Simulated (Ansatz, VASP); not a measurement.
**MnS: VASP beside Ansatz**

Contents of INCAR:

```
SYSTEM = MnS
PREC     = Accurate       ! precision mode
ENCUT    = 600            ! plane-wave cutoff, eV
EDIFF    = 1E-6           ! SCF threshold, eV
ISMEAR   = 0              ! smearing method
SIGMA    = 0.05           ! smearing width, eV
LREAL    = .False.        ! projectors in reciprocal space
LASPH    = .True.         ! aspherical terms in the spheres
NELM     = 80             ! most SCF steps
ALGO     = Normal         ! electronic algorithm
ISIF     = 3              ! what is computed and relaxed
LWAVE    = .False.        ! write WAVECAR
LCHARG   = .False.        ! write CHGCAR
GGA      = PE             ! functional
IBRION   = 2              ! ionic algorithm
NSW      = 80             ! ionic steps
EDIFFG   = -0.01          ! ionic threshold
```

Contents of KPOINTS:

```
regular mesh
0
Gamma
  10 10 6
  0 0 0
```

The input POSCAR:

```
MnS
1.0
    3.9760000000      0.0000000000      0.0000000000
   -1.9880000000      3.4433170054      0.0000000000
    0.0000000000      0.0000000000      6.4320000000
Mn S
2 2
Direct
    0.3333333333      0.6666666667      0.0000000000
    0.6666666667      0.3333333333      0.5000000000
    0.3333333333      0.6666666667      0.3850000000
    0.6666666667      0.3333333333      0.8850000000
```

Input for Ansatz:

```yaml
crystal:
  lattice:
    - [3.976, 0.0, 0.0]
    - [-1.988, 3.4433170054, 0.0]
    - [0.0, 0.0, 6.432]
  atoms:
    - { symbol: Mn, position: [0.3333333333, 0.6666666667, 0.0] }
    - { symbol: Mn, position: [0.6666666667, 0.3333333333, 0.5] }
    - { symbol: S, position: [0.3333333333, 0.6666666667, 0.385] }
    - { symbol: S, position: [0.6666666667, 0.3333333333, 0.885] }
basis:
  ecutwfc: 420
  ecutrho_ratio: 4
kpoints:
  mp_grid: { grid: [10, 10, 6] }
hamiltonian:
  xc: pbe
scf:
  occupations: { method: gaussian, width: 0.05 }
output:
  forces: true
  stress: true
  eigenvalues: true
relax:
  f_tol: 0.01
  max_steps: 60
  cell: { stress_tol: 0.04 }
```

Alike in both runs: task relaxation of cell and atoms; functional PBE; k mesh 10 × 10 × 6; occupations gaussian, width 0.05 eV; no spin polarisation.

```csv
,VASP,Ansatz
version,VASP 6.6.1,Ansatz 0.2.0
potentials or method,"VASP PAW PBE potentials, release 64 (Mn_pv, S), cutoff 600 eV","scalar-relativistic, plane waves, PAW"
valence electrons in the cell,38,42
```

|  | VASP | Ansatz | Ansatz less VASP |
| --- | --- | --- | --- |
| gap on the k mesh at the Fermi level, each at its own relaxed structure (eV) | none | none | - |
| relaxed volume (Å³/atom) | 15.53 | 15.52 | -0.004 |
| relaxed length of the cell vector where the two differ most in proportion (Å) | 3.461 | 3.461 | -0.0007 |

A gap of «none» marks a metal or a gap that the smearing closes. VASP's potentials hold 38 valence electrons a cell and Ansatz's 42, so a difference there can come from the potentials and not from the codes.

Noted on VASP's run: the volume moved by over 15 % at a fixed basis, so the end points are rough.
